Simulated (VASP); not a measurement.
Here is a VASP 6.6.1 calculation.

Contents of INCAR:

```
SYSTEM = PtS2
  PREC = Accurate
  ENCUT = 400
  EDIFF = 1E-6
  ISMEAR = 0
  SIGMA = 0.03
  LREAL = .FALSE.
  LASPH = .TRUE.
  NELM = 120
  ALGO = Normal
  ISIF = 2
  LWAVE = .FALSE.
  LCHARG = .FALSE.
  LDIPOL = .TRUE.
  IDIPOL = 3
  DIPOL = 0.5 0.5 0.500
  GGA = PS
  IVDW = 12
  NBANDS = 18
  GGA_COMPAT = .FALSE.
  NELMDL = -8
```

Contents of KPOINTS:

```
regular mesh
0
G
  12 12 1
  0 0 0
```

POSCAR

```
PtS2
1.0
    3.5600000000      0.0000000000      0.0000000000
   -1.7800000000      3.0830504375      0.0000000000
    0.0000000000      0.0000000000     16.4600000000
S Pt
2 1
Direct
    0.3333330000      0.6666670000      0.4252733900
    0.6666670000      0.3333330000      0.5747266100
    0.0000000000      0.0000000000      0.5000000000
```

Potentials or basis: VASP PAW PBE potentials, release 64 (S, Pt).

Run with:

```bash
$ cat potpaw_PBE.64/S/POTCAR potpaw_PBE.64/Pt/POTCAR > POTCAR
$ mpirun -np 1 vasp_std > vasp.out
```

(1) Estimate the band gap on the k mesh.

(2) Predict the largest force.

(3) What does it give for the dispersion energy per atom?

Answers

(1) 1.76 eV, indirect (least direct gap 1.91 eV).

(2) 0.402 eV/Å.

(3) -0.201 eV.

Caveat: the PAW data sets were made with another functional, which shifts forces and pressure a little; spin-orbit coupling is left out, which moves the levels of the heavy elements.
